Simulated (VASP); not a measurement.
Here is a VASP 6.6.1 calculation.

POSCAR

```
HfO2
1.0
    0.0000000000      2.5575000000      2.5575000000
    2.5575000000      0.0000000000      2.5575000000
    2.5575000000      2.5575000000      0.0000000000
Hf O
1 2
Direct
   -0.0244379277      0.0244379277      0.0244379277
    0.2500000000      0.2500000000      0.2500000000
    0.7500000000      0.7500000000      0.7500000000
```

File INCAR.step1:

```
SYSTEM = HfO2
PREC = Accurate
ENCUT = 520
ISMEAR = 0
SIGMA = 0.05
LREAL = .False.
LASPH = .True.
NELM = 80
NBANDS = 18
GGA = PE
ALGO = Normal
EDIFF = 1E-4
LWAVE = .True.
LCHARG = .False.
```

File INCAR.step2:

```
SYSTEM = HfO2
PREC = Accurate
ENCUT = 520
EDIFF = 1E-6
ISMEAR = 0
SIGMA = 0.05
LREAL = .False.
LASPH = .True.
NELM = 80
ALGO = Normal
ISIF = 2
LWAVE = .False.
LCHARG = .False.
METAGGA = R2SCAN
LMIXTAU = .True.
NBANDS = 18
ISTART = 1
```

KPOINTS

```
Automatic mesh
0
Gamma
  8 8 8
  0 0 0
```

Potentials or basis: VASP PAW PBE potentials, release 64 (Hf_pv, O).

Run with:

```bash
$ cat potpaw_PBE.64/Hf_pv/POTCAR potpaw_PBE.64/O/POTCAR > POTCAR
$ cp INCAR.step1 INCAR
$ mpirun -np 1 vasp_std > vasp.out
$ cp INCAR.step2 INCAR
$ mpirun -np 1 vasp_std > vasp.out
```

Problem. Predict the pressure.

Solution. -10.4 GPa.

Problem. Predict the band gap on the k mesh.

Solution. 4.22 eV, direct.

Problem. Estimate the largest force.

Solution. 0.531 eV/Å.

Stress tensor (GPa, compression positive):
```
-10.20   0.00   0.00
  0.00 -10.56   0.00
  0.00   0.00 -10.56
```

Caveat: the cell differs from its parent crystal (all Hf atoms moved +0.125 Å, as atom 1 along Cartesian [1 0 0]); the PAW data sets were made with another functional, which shifts forces and pressure a little; spin-orbit coupling is left out, which moves the levels of the heavy elements. A k mesh can miss the band edges.
